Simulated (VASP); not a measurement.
Al3B2N: relaxation of cell and atoms with PBE

Crystal: Al3B2N.

```
CELL_PARAMETERS angstrom
2.40304 1.38739 3.78380
-2.40304 1.38739 3.78380
0.00000 -2.77479 3.78380
ATOMIC_POSITIONS crystal
Al 0.00000 0.50000 0.00000
Al 0.50000 0.00000 0.00000
Al 0.00000 0.00000 0.50000
B 0.62572 0.62572 0.62572
B 0.37428 0.37428 0.37428
N 0.00000 0.00000 0.00000
```

The cell was built from a structure type or drawn by symmetry, and may not be a known phase.

```
Program                : VASP 6.6.1
Task                   : relaxation of cell and atoms
Functional             : PBE
Potentials or basis    : VASP PAW PBE potentials, release 64 (Al, B, N)
Cutoff                 : 600 eV
k mesh                 : 6 × 6 × 6
Occupations            : gaussian, width 0.1 eV
Spin                   : no spin polarisation
Dipole correction      : no
Further INCAR settings : ALGO = Normal; EDIFF = 1e-06; IBRION = 2; EDIFFG = -0.04; NSW = 90; ISIF = 3
```

```json
{
  "Relaxed volume": "10.72 Å³/atom",
  "Relaxed cell": "a = 4.018 Å, b = 4.018 Å, c = 4.018 Å, α = 85.58°, β = 85.58°, γ = 85.58°",
  "Space group after relaxing (to 0.1 Å)": "R-3m (No. 166)",
  "Pressure after relaxing": "0.0 GPa",
  "Band gap on the k mesh": "zero (bands 10 and 11 overlap by 2.36 eV)"
}
```

Forces on the atoms (eV/Å):
```
Al   0.000  0.000  0.000
Al   0.000  0.000  0.000
Al   0.000  0.000  0.000
B    0.000  0.000  0.002
B    0.000  0.000 -0.002
N    0.000  0.000  0.000
```

Final structure:
```xyz
6
Lattice="2.7297 1.5760 2.4923 -2.7297 1.5760 2.4923 0.0000 -3.1519 2.4923" Properties=species:S:1:pos:R:3 pbc="T T T"
Al   -1.3648    0.7880    1.2462
Al    1.3648    0.7880    1.2462
Al    0.0000   -1.5760    1.2461
B     0.0000    0.0000    4.5577
B     0.0000    0.0000    2.9192
N     0.0000    0.0000    0.0000
```

Levels at points of the mesh, in eV from the Fermi level:
```csv
k point,band 7,band 8,band 9,band 10,band 11,band 12,band 13,band 14
"(0.00, 0.00, 0.00)",-2.99,-2.99,-2.96,-1.17,-1.17,3.63,3.67,3.67
"(0.50, 0.00, 0.00)",-3.54,-2.26,-1.98,-1.51,-0.04,1.35,3.84,3.94
"(0.50, 0.50, 0.00)",-3.85,-2.99,-2.09,-1.51,0.35,1.20,3.42,4.61
"(0.50, 0.50, 0.50)",-5.77,-5.77,-1.69,1.19,1.19,4.24,4.77,7.17
```

Wall time 12 min on 1 thread of Intel Xeon 8259CL (shared host), peak memory 0.27 GiB.

Caveat: the volume moved by over 15 % at a fixed basis, so the end points are rough.
